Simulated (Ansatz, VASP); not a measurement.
**Cu: VASP beside Ansatz**

```
Cu
1.0
     0.00000    1.78872    1.78872
     1.78872    0.00000    1.78872
     1.78872    1.78872    0.00000
Cu
1
Direct
  0.00000 0.00000 0.00000
```

Alike in both runs: task single point; functional r2SCAN; k mesh 8 × 8 × 8; occupations gaussian, width 0.1 eV; no spin polarisation.

```csv
,VASP,Ansatz
version,VASP 6.6.1,Ansatz 0.2.0
potentials or method,"VASP PAW PBE potentials, release 64 (Cu), cutoff 660 eV","scalar-relativistic, plane waves, PAW"
valence electrons in the cell,11,19
```

```csv
,VASP,Ansatz,Ansatz less VASP
gap on the k mesh at the Fermi level (eV),none,none,-
pressure (GPa),1.3,0.8,-0.46
```

VASP's potentials were made for PBE, not for r2SCAN. A gap of «none» marks a metal or a gap that the smearing closes. VASP's potentials hold 11 valence electrons a cell and Ansatz's 19, so a difference there can come from the potentials and not from the codes.

The k mesh is coarse, so the values compare programs but aren't converged.
